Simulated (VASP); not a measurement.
# MgS in VASP: further runs

Aim: see how the results for MgS move with the level of theory and the settings. Levels: PBEsol, PBE+D3(BJ). Tasks: single point, relaxation of cell and atoms.

Program: VASP 6.6.1. These are calculated values, not measurements. Logs are shortened: lines on timing, memory, paths and dates and some standing lists are left out, and cuts for length are marked.

## Step 1: The cell of the first run

It takes space group I-4m2 (No. 119, tetragonal). Conventional cell: a = 4.167 Å, b = 4.167 Å, c = 5.666 Å, α = 90.00°, β = 90.00°, γ = 90.00°. Within 3.3 Å of S (site symmetry -4m2) lie 4 Mg at 2.52 Å. Within 3.3 Å of Mg (site symmetry -4m2) lie 4 S at 2.52 Å.

## Step 2: Single point, PBEsol

Input file INCAR:

```
PREC = Accurate
ENCUT = 520
EDIFF = 1E-7
ISMEAR = -1
SIGMA = 0.05
LREAL = F
LASPH = T
NELM = 80
ALGO = Normal
ISIF = 2
LWAVE = F
LCHARG = F
GGA = PS
NBANDS = 11
```

Input file KPOINTS:

```
regular mesh
0
Gamma
  7 7 7
```

Input file POSCAR:

```
MgS
1.0
    0.0000000000      2.9464448487      2.8331200468
    2.9464448487      0.0000000000      2.8331200468
    2.9464448487      2.9464448487      0.0000000000
S Mg
1 1
Direct
    0.2500000000      0.2500000000      0.2500000000
    0.0000000000      0.0000000000      0.0000000000
```

Potentials or basis: VASP PAW PBE potentials, release 64 (S, Mg).

Launch:

```
$ cat potpaw_PBE.64/S/POTCAR potpaw_PBE.64/Mg/POTCAR > POTCAR
$ mpirun -np 1 vasp_std > vasp.out
```

OUTCAR:

```text
PREC = Accurate
   ENCUT = 520
   EDIFF = 1E-7
   ISMEAR = -1
   LREAL = F
   LASPH = T
   NELM = 80
   ISIF = 2
   GGA = PS

 ion  position               nearest neighbor table
   1  0.250  0.250  0.250-   2 2.52   2 2.52   2 2.52   2 2.52
   2  0.000  0.000  0.000-   1 2.52   1 2.52   1 2.52   1 2.52

  LATTYP: Found a body centered tetragonal cell.
 ALAT       =     4.1669022658
 C/A-ratio  =     1.3598207330

  Lattice vectors:

 A1 = (   0.0000000000,  -2.9464448487,  -2.8331200468)
 A2 = (   0.0000000000,   2.9464448487,  -2.8331200468)
 A3 = (   2.9464448487,   0.0000000000,   2.8331200468)

Analysis of symmetry for initial positions (statically):
=====================================================================
 Subroutine PRICEL returns:
 Original cell was already a primitive cell.

 Routine SETGRP: Setting up the symmetry group for a
 body centered tetragonal supercell.

 Subroutine GETGRP returns: Found  8 space group operations
 (whereof  8 operations were pure point group operations)
 out of a pool of 16 trial point group operations.

The static configuration has the point symmetry D_2d.

Analysis of symmetry for dynamics (positions and initial velocities):
=====================================================================
 Subroutine PRICEL returns:
 Original cell was already a primitive cell.

 Routine SETGRP: Setting up the symmetry group for a
 body centered tetragonal supercell.

 Subroutine GETGRP returns: Found  8 space group operations
 (whereof  8 operations were pure point group operations)
 out of a pool of 16 trial point group operations.

The dynamic configuration has the point symmetry D_2d.

 Subroutine INISYM returns: Found  8 space group operations
 (whereof  8 operations are pure point group operations),
 and found     1 'primitive' translations

----------------------------------------------------------------------------------------

                                     Primitive cell

  volume of cell :      49.1917

  direct lattice vectors                    reciprocal lattice vectors
     0.000000000  2.946444849  2.833120047    -0.169696032  0.169696032  0.176483874
     2.946444849  0.000000000  2.833120047     0.169696032 -0.169696032  0.176483874
     2.946444849  2.946444849  0.000000000     0.169696032  0.169696032 -0.176483874

  length of vectors
     4.087555069  4.087555069  4.166902266     0.297892672  0.297892672  0.297892672
[... 81 lines left out ...]
   EDIFF  = 0.1E-06   stopping-criterion for ELM
   LREAL  =      F    real-space projection
   EDIFFG = 0.1E-05   stopping-criterion for IOM
   NSW    =      0    number of steps for IOM
   IBRION =     -1    ionic relax: 0-MD 1-quasi-New 2-CG
   NFREE  =      0    steps in history (QN), initial steepest desc. (CG)
   ISIF   =      2    stress and relaxation
   ISYM   =      2    0-nonsym 1-usesym 2-fastsym
   POTIM  = 0.5000    time-step for ionic-motion
   TEBEG  =    0.0;   TEEND  =   0.0 temperature during run
   PSTRESS=    0.0 pullay stress
   NELECT =       8.0000    total number of electrons
   NUPDOWN=      -1.0000    fix difference up-down
   EMIN   =  10.00;   EMAX   =-10.00  energy-range for DOS
   EFERMI =   0.00;   METHOD = LEGACY
   ISMEAR =    -1;   SIGMA  =   0.05  broadening in eV -4-tet -1-fermi 0-gaus
   EFERMI_NEDOS =   21; number of points for ismear=-14 and -15
   IALGO  =     38    algorithm
   IMIX   =      4    mixing-type and parameters
     AMIX     =   0.40;   BMIX     =  1.00
     AMIX_MAG =   1.60;   BMIX_MAG =  1.00
  volume/ion in A,a.u.               =      24.60       165.98
  Fermi-wavevector in a.u.,A,eV,Ry     =   0.893595  1.688651 10.864427  0.798513
  Thomas-Fermi vector in A             =   2.015693
   LORBIT       =      0    0 simple, 1 ext, 2 COOP (PROOUT), +10 PAW based schemes
   GGA     = PS    functional components
   LHFCALC =     F    Hartree Fock is set to
   AEXX    =    0.0000 exact exchange contribution
   IVDW    =     0    specifies the selected vdW correction
   LEPSILON=     F    determine dielectric tensor
   LRPA    =     F    only Hartree local field effects (RPA)
 non-spin polarized calculation
  energy-cutoff  :      520.00
  volume of cell :       49.19
 maximum number of plane-waves:      1340
   NGX = 15   NGY = 15   NGZ = 15

 number of electron       8.0000000 magnetization

 Free energy of the ion-electron system (eV)
  ---------------------------------------------------
  ext. energy  EPLUGINS =         0.00000000
  ---------------------------------------------------
  free energy    TOTEN  =        -8.85529587 eV

  energy without entropy =       -8.85529587  energy(sigma->0) =       -8.85529587

 E-fermi :   1.6412     XC(G=0):  -8.2706

 val. band max:        0.5847968011   @ k =   0.0000   0.0000   0.0000
 cond. band min:       3.4348628203   @ k =   0.0000   0.0000   0.0000
 fundamental gap:      2.8500660192
 Fermi energy:         1.6412372202

 k-point     1 :       0.0000    0.0000    0.0000
  band No.  band energies     occupation
      1     -10.4933      2.00000
      2       0.4940      2.00000
      3       0.4940      2.00000
      4       0.5848      2.00000
      5       3.4349      0.00000
      6       8.1842      0.00000
      7       8.1842      0.00000
      8       8.2075      0.00000
      9      10.8225      0.00000
     10      11.4123      0.00000
     11      13.4155      0.00000
[... 309 lines left out ...]
 k-point    24 :      -0.4286    0.2857    0.1429
  band No.  band energies     occupation
      1      -9.8141      2.00000
      2      -1.9275      2.00000
      3      -0.8261      2.00000
      4      -0.1208      2.00000
      5       6.1401      0.00000
      6       6.8641      0.00000
      7       8.1387      0.00000
      8       9.5226      0.00000
      9      11.1929      0.00000
     10      12.9065      0.00000
     11      14.4784      0.00000

 [... further k-points ...]
[... 5 lines left out ...]
  --------------------------------------------------------------------------------------
  -------------------------------------------------------------------------------------
  Total       -1.4123329     -1.4123329     -1.1482321      0.0000000      0.0000000     -0.0000000
  in kB      -45.9998120    -45.9998120    -37.3980258      0.0000000      0.0000000     -0.0000000
  external PRESSURE =     -43.1325499 kB  Pullay stress =       0.0000000 kB

 VOLUME and BASIS-vectors are now :
 -----------------------------------------------------------------------------
  energy-cutoff  :      520.00
  volume of cell :       49.19
      direct lattice vectors                 reciprocal lattice vectors
     0.000000000  2.946444849  2.833120047    -0.169696032  0.169696032  0.176483874
     2.946444849  0.000000000  2.833120047     0.169696032 -0.169696032  0.176483874
     2.946444849  2.946444849  0.000000000     0.169696032  0.169696032 -0.176483874

 POSITION                                       TOTAL-FORCE (eV/Angst)
 -----------------------------------------------------------------------------------
      1.47322      1.47322      1.41656        -0.000000     -0.000000      0.000000
      0.00000      0.00000      0.00000         0.000000      0.000000     -0.000000
 -----------------------------------------------------------------------------------
    total drift:                               -0.000000     -0.000000      0.000000

  FREE ENERGIE OF THE ION-ELECTRON SYSTEM (eV)
  ---------------------------------------------------
  free  energy   TOTEN  =        -8.8552958731 eV

  energy  without entropy=       -8.8552958731  energy(sigma->0) =       -8.85529587
```

stdout:

```text
POSCAR found type information on POSCAR S Mg
 POSCAR found :  2 types and       2 ions
 scaLAPACK will be used
 -----------------------------------------------------------------------------
|                                                                             |
|                                                                             |
|     You enforced a specific xc type in the INCAR file but a different       |
|     I HOPE YOU KNOW WHAT YOU ARE DOING!                                     |
|                                                                             |
 -----------------------------------------------------------------------------

 LDA part: xc-table for (Slater+PW92), standard interpolation
 POSCAR, INCAR and KPOINTS ok, starting setup
 FFT: planning ... GRIDC
 FFT: planning ... GRID_SOFT
 FFT: planning ... GRID
 WAVECAR not read
 entering main loop
```

Wall time 22 s (1 thread of AMD EPYC 7R43 (Zen 3), shared host); peak memory 0.14 GiB.

What came out:

```yaml
Free_energy: -8.8553 eV
Pressure: -4.3 GPa
Band_gap_on_the_k_mesh: 2.85 eV, direct
```

Stress tensor (GPa, compression positive):
```
-4.60  0.00  0.00
 0.00 -4.60  0.00
 0.00  0.00 -3.74
```

Caveat: the PAW data sets were made with another functional, which shifts forces and pressure a little. Expect the measured gap to be larger: semilocal functionals such as PBEsol lack the derivative discontinuity.

[end of part 1 of 2]
